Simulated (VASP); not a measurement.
The system is Bi.

```
Bi
1.0
     0.00000    2.51984    2.51984
     2.51984    0.00000    2.51984
     2.51984    2.51984    0.00000
Bi
1
Direct
  0.00000 0.00000 0.00000
```

This isn't the form of Bi at room conditions, which is rhombohedral.

```yaml
Program: VASP 6.6.1
Task: relaxation of cell and atoms
Functional: PBEsol
Potentials_or_basis: VASP PAW PBE potentials, release 64 (Bi_d)
Cutoff: 500 eV
k_mesh: 14 × 14 × 14
Occupations: fermi-dirac, width 0.08 eV
Spin: no spin polarisation
```

At the start: pressure -2.9 GPa; volume 32.00 Å³/atom.

Problem. How do energy, volume and symmetry change on relaxing?

Solution. Over 3 steps the energy falls by 17.2 meV/atom and the volume is 30.22 Å³/atom (-5.6 %); space group Fm-3m (No. 225, to 0.1 Å) before and after.

Step by step:
```tsv
step	energy change (eV)	largest force (eV/Å)	pressure (GPa)	volume (Å³)
1	0.0000	0.0000	-2.93	32.00
2	-0.0126	0.0000	1.80	29.36
3	-0.0172	0.0000	-0.01	30.22
```

Final structure:
```xyz
1
Lattice="0.0000 2.4722 2.4722 2.4722 0.0000 2.4722 2.4722 2.4722 0.0000" Properties=species:S:1:pos:R:3 pbc="T T T"
Bi    0.0000    0.0000    0.0000
```

Caveat: the PAW data sets were made with another functional, which shifts forces and pressure a little.
